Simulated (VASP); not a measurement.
A run of VASP 6.6.1 is set up as follows.

INCAR

```
PREC = Accurate
ENCUT = 520
EDIFF = 1E-6
ISMEAR = 0
SIGMA = 0.01
LREAL = False
LASPH = True
NELM = 60
ALGO = Normal
ISIF = 2
LWAVE = False
LCHARG = True
GGA = PS
LELF = True
LVHAR = True
NBANDS = 14
```

File KPOINTS:

```
Automatic mesh
0
Gamma
  8 8 8
```

File POSCAR:

```
NaF
1.0
    2.2303419733      2.2303419733      0.0000000000
   -2.2303419733      2.2303419733      0.0000000000
    0.0000000000      2.2303419733      2.2303419733
Na F
1 1
Direct
    0.0000000000      0.0000000000      0.0000000000
    0.5000000000      0.5000000000      0.0000000000
```

Potentials or basis: VASP PAW PBE potentials, release 64 (Na_pv, F).

Command:

```bash
$ cat potpaw_PBE.64/Na_pv/POTCAR potpaw_PBE.64/F/POTCAR > POTCAR
$ mpirun -np 1 vasp_std > vasp.out
```

Problem. Predict the pressure.

Solution. 7.1 GPa.

Problem. Estimate the band gap on the k mesh.

Solution. 6.80 eV.

Caveat: the cell stands under pressure; the PAW data sets were made with another functional, which shifts forces and pressure a little.
